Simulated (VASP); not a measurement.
# Se (P3_121) in VASP: notebook

Se is run at these levels: PBE+D3(BJ); tasks: single point.

Program: VASP 6.6.1. These are calculated values, not measurements. Logs are shortened: lines on timing, memory, paths and dates and some standing lists are left out, and cuts for length are marked.

## Step 1: The cell of the first run

The structure is trigonal, space group P3_121 (No. 152). The conventional cell has a = 4.138 Å, b = 4.138 Å, c = 4.955 Å, α = 90.00°, β = 90.00°, γ = 120.00°. Within 3.5 Å of Se (site symmetry 2) lie 6 Se at 2.67 to 3.03 Å.

## Step 2: Single point, PBE+D3(BJ)

INCAR

```
SYSTEM = Se
PREC = Accurate
ENCUT = 520
EDIFF = 1E-7
ISMEAR = 0
SIGMA = 0.05
LREAL = .FALSE.
LASPH = .TRUE.
NELM = 100
ALGO = Normal
ISIF = 2
LWAVE = .FALSE.
LCHARG = .FALSE.
GGA = PE
IVDW = 12
NBANDS = 16
```

KPOINTS

```
Automatic mesh
0
G
  9 9 8
  0 0 0
```

POSCAR

```
Se
1.0
    4.1383419910      0.0000000000      0.0000000000
   -2.0691709955      3.5839092938      0.0000000000
    0.0000000000      0.0000000000      4.9552507000
Se
3
Direct
    0.2934348538      0.0000000000      0.3333333333
    0.0000000000      0.2934348538      0.6666666667
    0.7065651462      0.7065651462      0.0000000000
```

Potentials or basis: VASP PAW PBE potentials, release 64 (Se).

On the command line:

```bash
$ cat potpaw_PBE.64/Se/POTCAR > POTCAR
$ mpirun -np 1 vasp_std > vasp.out
```

OUTCAR:

```text
SYSTEM = Se
   PREC = Accurate
   ENCUT = 520
   EDIFF = 1E-7
   ISMEAR = 0
   LREAL = .FALSE.
   LASPH = .TRUE.
   NELM = 100
   ISIF = 2
   GGA = PE
   IVDW = 12
 IVDW          = 12

 ion  position               nearest neighbor table
   1  0.293  0.000  0.333-   3 2.67   2 2.67
   2  0.000  0.293  0.667-   3 2.67   1 2.67
   3  0.707  0.707  0.000-   1 2.67   2 2.67

  LATTYP: Found a hexagonal cell.
 ALAT       =     4.1383419910
 C/A-ratio  =     1.1974000000

  Lattice vectors:

 A1 = (   4.1383419910,   0.0000000000,   0.0000000000)
 A2 = (  -2.0691709955,   3.5839092938,   0.0000000000)
 A3 = (   0.0000000000,   0.0000000000,   4.9552507000)

Analysis of symmetry for initial positions (statically):
=====================================================================
 Subroutine PRICEL returns:
 Original cell was already a primitive cell.

 Routine SETGRP: Setting up the symmetry group for a
 hexagonal supercell.

 Subroutine GETGRP returns: Found  6 space group operations
 (whereof  2 operations were pure point group operations)
 out of a pool of 24 trial point group operations.

The static configuration has the point symmetry C_2 .
 The point group associated with its full space group is D_3 .

Analysis of symmetry for dynamics (positions and initial velocities):
=====================================================================
 Subroutine PRICEL returns:
 Original cell was already a primitive cell.

 Routine SETGRP: Setting up the symmetry group for a
 hexagonal supercell.

 Subroutine GETGRP returns: Found  6 space group operations
 (whereof  2 operations were pure point group operations)
 out of a pool of 24 trial point group operations.

The dynamic configuration has the point symmetry C_2 .
 The point group associated with its full space group is D_3 .

 Subroutine INISYM returns: Found  6 space group operations
 (whereof  2 operations are pure point group operations),
 and found     1 'primitive' translations

----------------------------------------------------------------------------------------

                                     Primitive cell

  volume of cell :      73.4935

  direct lattice vectors                    reciprocal lattice vectors
     4.138341991  0.000000000  0.000000000     0.241642668  0.139512459  0.000000000
    -2.069170995  3.583909294  0.000000000     0.000000000  0.279024919  0.000000000
     0.000000000  0.000000000  4.955250700     0.000000000  0.000000000  0.201806137

  length of vectors
     4.138341991  4.138341991  4.955250700     0.279024919  0.279024919  0.201806137

  position of ions in fractional coordinates (direct lattice)
     0.293434854  0.000000000  0.333333333
     0.000000000  0.293434854  0.666666667
     0.706565146  0.706565146  0.000000000

  ion indices of the primitive-cell ions
   primitive index   ion index
                 1           1
                 2           2
                 3           3

----------------------------------------------------------------------------------------

 KPOINTS: Automatic mesh

Automatic generation of k-mesh.
 Grid dimensions read from file:
 generate k-points for:    9    9    8

 Generating k-lattice:

  Cartesian coordinates                     Fractional coordinates (reciprocal lattice)
     0.026849185  0.015501384  0.000000000     0.111111111  0.000000000  0.000000000
     0.000000000  0.031002769  0.000000000     0.000000000  0.111111111  0.000000000
     0.000000000  0.000000000  0.025225767     0.000000000  0.000000000  0.125000000

  Length of vectors
     0.031002769  0.031002769  0.025225767

  Shift w.r.t. Gamma in fractional coordinates (k-lattice)
     0.000000000  0.000000000  0.000000000

 Subroutine IBZKPT returns following result:
 ===========================================

 Found     81 irreducible k-points:

 Following reciprocal coordinates:
            Coordinates               Weight
  0.000000  0.000000  0.000000      1.000000
  0.111111 -0.000000  0.000000      6.000000
  0.222222 -0.000000  0.000000      6.000000
  0.333333 -0.000000  0.000000      6.000000
  0.444444 -0.000000  0.000000      6.000000
  0.111111  0.111111  0.000000      6.000000
[... 16 lines left out ...]
  0.222222  0.111111  0.125000     12.000000
 -0.111111  0.333333  0.125000     12.000000
 [... further k-points ...]
   k-points           NKPTS =     81   k-points in BZ     NKDIM =     81   number of bands    NBANDS=     16
   number of dos      NEDOS =    301   number of ions     NIONS =      3
   total plane-waves  NPLWV =  40960
   dimension x,y,z NGX =    32 NGY =   32 NGZ =   40
   dimension x,y,z NGXF=    64 NGYF=   64 NGZF=   80
   ions per type =               3
   NGX,Y,Z   is equivalent  to a cutoff of  12.86, 12.86, 13.42 a.u.
   NGXF,Y,Z  is equivalent  to a cutoff of  25.71, 25.71, 26.84 a.u.
 SYSTEM =  Se
   PREC   = accura    normal or accurate (medium, high low for compatibility)
   ISTART =      0    job   : 0-new  1-cont  2-samecut
   ICHARG =      2    charge: 1-file 2-atom 10-const
   ISPIN  =      1    spin polarized calculation?
   LNONCOLLINEAR =      F non collinear calculations
   LSORBIT =      F    spin-orbit coupling
   LASPH  =      T    aspherical Exc in radial PAW
   ENCUT  =  520.0 eV  38.22 Ry    6.18 a.u.   7.69  7.69  9.21*2*pi/ulx,y,z
   NELM   =    100;   NELMIN=  2; NELMDL= -5     # of ELM steps
   EDIFF  = 0.1E-06   stopping-criterion for ELM
   LREAL  =      F    real-space projection
   EDIFFG = 0.1E-05   stopping-criterion for IOM
   NSW    =      0    number of steps for IOM
   IBRION =     -1    ionic relax: 0-MD 1-quasi-New 2-CG
   NFREE  =      0    steps in history (QN), initial steepest desc. (CG)
   ISIF   =      2    stress and relaxation
   ISYM   =      2    0-nonsym 1-usesym 2-fastsym
   POTIM  = 0.5000    time-step for ionic-motion
   TEBEG  =    0.0;   TEEND  =   0.0 temperature during run
   PSTRESS=    0.0 pullay stress
   NELECT =      18.0000    total number of electrons
   NUPDOWN=      -1.0000    fix difference up-down
   EMIN   =  10.00;   EMAX   =-10.00  energy-range for DOS
   EFERMI =   0.00;   METHOD = LEGACY
   ISMEAR =     0;   SIGMA  =   0.05  broadening in eV -4-tet -1-fermi 0-gaus
   EFERMI_NEDOS =   21; number of points for ismear=-14 and -15
   IALGO  =     38    algorithm
   IMIX   =      4    mixing-type and parameters
     AMIX     =   0.40;   BMIX     =  1.00
     AMIX_MAG =   1.60;   BMIX_MAG =  1.00
  volume/ion in A,a.u.               =      24.50       165.32
  Fermi-wavevector in a.u.,A,eV,Ry     =   1.024274  1.935597 14.274368  1.049136
  Thomas-Fermi vector in A             =   2.158052
   LORBIT       =      0    0 simple, 1 ext, 2 COOP (PROOUT), +10 PAW based schemes
   GGA     = PE    functional components
   LHFCALC =     F    Hartree Fock is set to
   AEXX    =    0.0000 exact exchange contribution
   IVDW    =    12    specifies the selected vdW correction
   LEPSILON=     F    determine dielectric tensor
   LRPA    =     F    only Hartree local field effects (RPA)
 non-spin polarized calculation
 Gauss-broadening in eV      SIGMA  =   0.05
  energy-cutoff  :      520.00
  volume of cell :       73.49
 maximum number of plane-waves:      2010
 NGX is ok and might be reduce to    32

 number of electron      17.9999998 magnetization

 Free energy of the ion-electron system (eV)
  ---------------------------------------------------
  ext. energy  EPLUGINS =         0.00000000
  ---------------------------------------------------
  free energy    TOTEN  =       -10.08951436 eV

  energy without entropy =      -10.08851928  energy(sigma->0) =      -10.08901682

 E-fermi :   3.8485     XC(G=0):  -9.5250

 val. band max:        3.8372726535   @ k =   0.0000   0.0000   0.5000
 cond. band min:       3.8793007037   @ k =   0.0000   0.1111   0.3750
 fundamental gap:      0.0420280502
 Fermi energy:         3.8485260920

 k-point     1 :       0.0000    0.0000    0.0000
  band No.  band energies     occupation
      1     -11.7304      2.00000
      2      -7.9956      2.00000
      3      -7.9956      2.00000
      4       0.2758      2.00000
      5       0.7314      2.00000
      6       0.7314      2.00000
[... 8 lines left out ...]
     15      11.0918      0.00000
     16      11.6728      0.00000

 k-point     2 :       0.1111   -0.0000    0.0000
  band No.  band energies     occupation
      1     -11.6322      2.00000
      2      -8.0550      2.00000
      3      -8.0038      2.00000
      4      -0.3204      2.00000
      5       0.2583      2.00000
      6       0.3528      2.00000
[... 8 lines left out ...]
     15      11.4792      0.00000
     16      11.7274      0.00000

 k-point     3 :       0.2222   -0.0000    0.0000
  band No.  band energies     occupation
      1     -11.3464      2.00000
      2      -8.2783      2.00000
      3      -8.0157      2.00000
      4      -1.0261      2.00000
      5      -0.2394      2.00000
      6      -0.1515      2.00000
[... 8 lines left out ...]
     15      11.7653      0.00000
     16      12.5629      0.00000

 k-point     4 :       0.3333   -0.0000    0.0000
  band No.  band energies     occupation
      1     -10.9075      2.00000
      2      -8.7045      2.00000
      3      -8.0197      2.00000
      4      -1.2240      2.00000
      5      -0.6242      2.00000
      6      -0.4969      2.00000
[... 8 lines left out ...]
     15      12.5069      0.00000
     16      13.5999      0.00000

 k-point     5 :       0.4444   -0.0000    0.0000
  band No.  band energies     occupation
      1     -10.4384      2.00000
      2      -9.1955      2.00000
      3      -8.0186      2.00000
      4      -1.0219      2.00000
      5      -0.8537      2.00000
      6      -0.5264      2.00000
[... 8 lines left out ...]
     15      13.5611      0.00000
     16      13.8586      0.00000

 k-point     6 :       0.1111    0.1111    0.0000
  band No.  band energies     occupation
      1     -11.4400      2.00000
      2      -8.1684      2.00000
      3      -8.0441      2.00000
      4      -0.7864      2.00000
      5      -0.5448      2.00000
      6       0.5453      2.00000
[... 8 lines left out ...]
     15      11.8269      0.00000
     16      12.4234      0.00000

 k-point     7 :       0.2222    0.1111    0.0000
  band No.  band energies     occupation
      1     -11.0754      2.00000
      2      -8.4564      2.00000
      3      -8.1050      2.00000
      4      -1.1561      2.00000
      5      -0.8866      2.00000
      6       0.1949      2.00000
[... 8 lines left out ...]
     15      12.4757      0.00000
     16      13.0823      0.00000

 k-point     8 :       0.3333    0.1111    0.0000
  band No.  band energies     occupation
      1     -10.6010      2.00000
      2      -8.9233      2.00000
      3      -8.1413      2.00000
      4      -1.0985      2.00000
      5      -0.9065      2.00000
      6      -0.2588      2.00000
[... 8 lines left out ...]
     15      13.3020      0.00000
     16      14.0615      0.00000

 k-point     9 :       0.4444    0.1111    0.0000
  band No.  band energies     occupation
      1     -10.2880      2.00000
      2      -9.2464      2.00000
      3      -8.1530      2.00000
      4      -0.8727      2.00000
      5      -0.8691      2.00000
      6      -0.3144      2.00000
[... 8 lines left out ...]
     15      12.4557      0.00000
     16      14.8747      0.00000
[... 172 lines left out ...]
 k-point    19 :       0.0000    0.3333    0.1250
  band No.  band energies     occupation
      1     -10.8355      2.00000
      2      -9.0031      2.00000
      3      -7.7523      2.00000
      4      -1.6928      2.00000
      5      -0.5991      2.00000
      6      -0.5032      2.00000
[... 8 lines left out ...]
     15      13.1451      0.00000
     16      14.0110      0.00000

 k-point    20 :       0.4444   -0.0000    0.1250
  band No.  band energies     occupation
      1     -10.4153      2.00000
      2      -9.1239      2.00000
      3      -8.1511      2.00000
      4      -1.0010      2.00000
      5      -0.8282      2.00000
      6      -0.5320      2.00000
[... 8 lines left out ...]
     15      13.5041      0.00000
     16      13.7563      0.00000

 k-point    21 :       0.0000    0.4444    0.1250
  band No.  band energies     occupation
      1     -10.3731      2.00000
      2      -9.2988      2.00000
      3      -7.9644      2.00000
      4      -1.5610      2.00000
      5      -0.7939      2.00000
      6      -0.6624      2.00000
[... 8 lines left out ...]
     15      13.5903      0.00000
     16      14.2758      0.00000

 k-point    22 :       0.1111    0.1111    0.1250
  band No.  band energies     occupation
      1     -11.3743      2.00000
      2      -8.7116      2.00000
      3      -7.5643      2.00000
      4      -0.7871      2.00000
      5      -0.3745      2.00000
      6       0.4769      2.00000
[... 8 lines left out ...]
     15      11.8327      0.00000
     16      12.2165      0.00000

 k-point    23 :       0.2222    0.1111    0.1250
  band No.  band energies     occupation
      1     -11.0207      2.00000
      2      -8.6783      2.00000
      3      -7.9742      2.00000
      4      -1.1037      2.00000
      5      -0.5596      2.00000
      6       0.3585      2.00000
[... 8 lines left out ...]
     15      12.3400      0.00000
     16      12.5746      0.00000

 k-point    24 :      -0.1111    0.3333    0.1250
  band No.  band energies     occupation
      1     -11.0095      2.00000
      2      -8.8338      2.00000
      3      -7.7754      2.00000
      4      -1.4956      2.00000
      5      -0.5672      2.00000
      6      -0.0582      2.00000
[... 8 lines left out ...]
     15      13.1167      0.00000
     16      13.5485      0.00000

 [... further k-points ...]

------------------------ aborting loop because EDIFF is reached ----------------------------------------

 Edisp (eV)   -1.06986

 E8    (eV) :    -0.4420

  FORCE on cell =-STRESS in cart. coord.  units (eV):
  Direction    XX          YY          ZZ          XY          YZ          ZX
  --------------------------------------------------------------------------------------
  -------------------------------------------------------------------------------------
  Total      -2.71332    -2.71332    -1.89983    -0.00000     0.00000     0.00000
  in kB     -59.15118   -59.15118   -41.41685    -0.00000     0.00000     0.00000
  external pressure =      -53.24 kB  Pullay stress =        0.00 kB

 VOLUME and BASIS-vectors are now :
 -----------------------------------------------------------------------------
  energy-cutoff  :      520.00
  volume of cell :       73.49
      direct lattice vectors                 reciprocal lattice vectors
     4.138341991  0.000000000  0.000000000     0.241642668  0.139512459  0.000000000
    -2.069170995  3.583909294  0.000000000     0.000000000  0.279024919  0.000000000
     0.000000000  0.000000000  4.955250700     0.000000000  0.000000000  0.201806137

 POSITION                                       TOTAL-FORCE (eV/Angst)
 -----------------------------------------------------------------------------------
      1.21433      0.00000      1.65175        -0.707495      0.000000     -0.000000
     -0.60717      1.05164      3.30350         0.353748     -0.612709      0.000000
      1.46200      2.53227      0.00000         0.353748      0.612709      0.000000
 -----------------------------------------------------------------------------------
    total drift:                                0.000000      0.000000      0.000000

  FREE ENERGIE OF THE ION-ELECTRON SYSTEM (eV)
  ---------------------------------------------------
  free  energy   TOTEN  =       -11.1593766902 eV

  energy  without entropy=      -11.1583816130  energy(sigma->0) =      -11.15887915
```

Run time: 2.1 min. Hardware: 1 thread of Intel Xeon 8259CL, shared host; peak memory 0.24 GiB.

What came out:

| Item | Value |
| --- | --- |
| Free energy | -11.1594 eV |
| Pressure | -5.3 GPa |
| Largest force | 0.707 eV/Å |
| Band gap on the k mesh | zero (bands 9 and 10 overlap by 0.63 eV) |
| Dispersion energy per atom | -0.357 eV |

Forces in eV/Å, atoms in the order of the input:
```
Se  -0.707  0.000  0.000
Se   0.354 -0.613  0.000
Se   0.354  0.613  0.000
```

Levels at points of the mesh, in eV from the Fermi level:
```csv
k point,band 5,band 6,band 7,band 8,band 9,band 10,band 11,band 12,band 13,band 14
"(0.00, 0.00, 0.00)",-3.12,-3.12,-2.27,-2.27,-1.72,1.19,1.19,1.19,6.74,6.74
"(0.00, 0.00, 0.50)",-3.25,-3.25,-1.44,-1.36,-1.36,-0.37,-0.37,-0.01,6.13,6.13
```

Caveat: the cell stands under tension.

## Step 3: Single point, PBE+D3(BJ)

This run uses another cell than the first one, of the same volume but with other edges.

INCAR

```
ALGO = Normal
EDIFF = 1E-6
ENCUT = 520
GGA = PE
ISIF = 2
ISMEAR = 0
IVDW = 12
LASPH = T
LCHARG = F
LREAL = F
LWAVE = F
NBANDS = 16
NELM = 80
PREC = Accurate
SIGMA = 0.05
```

KPOINTS

```
k-points
0
Gamma
  9 9 8
```

POSCAR

```
Se
1.0
    4.0681465756      0.0000000000      0.0000000000
   -2.0340732878      3.5231182808      0.0000000000
    0.0000000000      0.0000000000      5.1277306289
Se
3
Direct
    0.2473450691      0.0000000000      0.3333333333
    0.0000000000      0.2473450691      0.6666666667
    0.7526549309      0.7526549309      0.0000000000
```

Potentials or basis: VASP PAW PBE potentials, release 64 (Se).

On the command line:

```bash
$ cat potpaw_PBE.64/Se/POTCAR > POTCAR
$ mpirun -np 1 vasp_std > vasp.out
```

It took 2.1 min on 1 thread of Intel Xeon 8259CL, shared host; peak memory 0.23 GiB.

It converged, with:

```yaml
Free_energy: -11.4919 eV
Pressure: 0.1 GPa
Largest_force: 0.018 eV/Å
Band_gap_on_the_k_mesh: 0.53 eV
Dispersion_energy_per_atom: -0.356 eV
```

Forces in eV/Å, atoms in the order of the input:
```
Se   0.018  0.000  0.000
Se  -0.009  0.016  0.000
Se  -0.009 -0.016  0.000
```

Stress tensor (GPa, compression positive):
```
0.07 0.00 0.00
0.00 0.07 0.00
0.00 0.00 0.15
```

Levels at points of the mesh, in eV from the valence-band top:
| k point | band 7 | band 8 | band 9 | band 10 | band 11 | band 12 |
| --- | --- | --- | --- | --- | --- | --- |
| (0.00, 0.00, 0.00) | -1.86 | -1.86 | -0.52 | 1.48 | 1.48 | 2.07 |
| (0.00, 0.00, 0.50) | -1.37 | -1.34 | -1.34 | 0.95 | 0.97 | 0.97 |

Caveat: semilocal functionals underestimate gaps, and a narrow one can read as zero. Expect the measured gap to be larger: semilocal functionals such as PBE lack the derivative discontinuity.

The gap in the log of VASP goes by the Fermi energy; the results here count the filled bands.